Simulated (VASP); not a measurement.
Here is a VASP 6.6.1 calculation.

The input INCAR:

```
  ALGO = Normal
  EDIFF = 1E-7
  ENCUT = 520
  GGA = PE
  ISIF = 2
  ISMEAR = -1
  LASPH = T
  LCHARG = T
  LELF = T
  LREAL = F
  LVHAR = T
  LWAVE = F
  NBANDS = 12
  NELM = 60
  PREC = Accurate
  SIGMA = 0.08
```

The input KPOINTS:

```
k-points
0
Gamma
  12 12 12
```

POSCAR

```
Y
1.0
    2.8726559570      0.0000000000      0.0000000000
    0.0000000000      2.8726559570      0.0000000000
    0.0000000000      0.0000000000      2.8726559570
Y
1
Direct
    0.0000000000      0.0000000000      0.0000000000
```

Potentials or basis: VASP PAW PBE potentials, release 64 (Y_sv).

Launch:

```sh
$ cat potpaw_PBE.64/Y_sv/POTCAR > POTCAR
$ mpirun -np 1 vasp_std > vasp.out
```

**Question.** What does it give for the pressure?

**Answer.** 19.1 GPa.
